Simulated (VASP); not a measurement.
CaO:

```
Ca O
1.0
     0.00000    2.39755    2.39755
     2.39755    0.00000    2.39755
     2.39755    2.39755    0.00000
Ca O
1 1
Direct
  0.00000 0.00000 0.00000
  0.50000 0.50000 0.50000
```

Base run:

```yaml
Program: VASP 6.6.1
Functional: PBE
Potentials_or_basis: VASP PAW PBE potentials, release 64 (Ca_sv, O)
Cutoff: 520 eV
k_mesh: 6 × 6 × 6
Occupations: gaussian, width 0.01 eV
Spin: no spin polarisation
```

Its results: band gap on the k mesh 3.63 eV, indirect (least direct gap 4.01 eV); pressure 3.1 GPa.

Q: The run is repeated on the same cell with these changes: functional from PBE to r2SCAN; k mesh from 6 × 6 × 6 to 10 × 10 × 10. What comes out?

A: Band gap on the k mesh 4.19 eV, indirect (least direct gap 4.56 eV); pressure 1.0 GPa.

Several settings changed at once, so the effect can't be laid on one alone.

Caveats: the PAW data sets were made with another functional, which shifts forces and pressure a little (some runs).

A k mesh can miss the band edges.
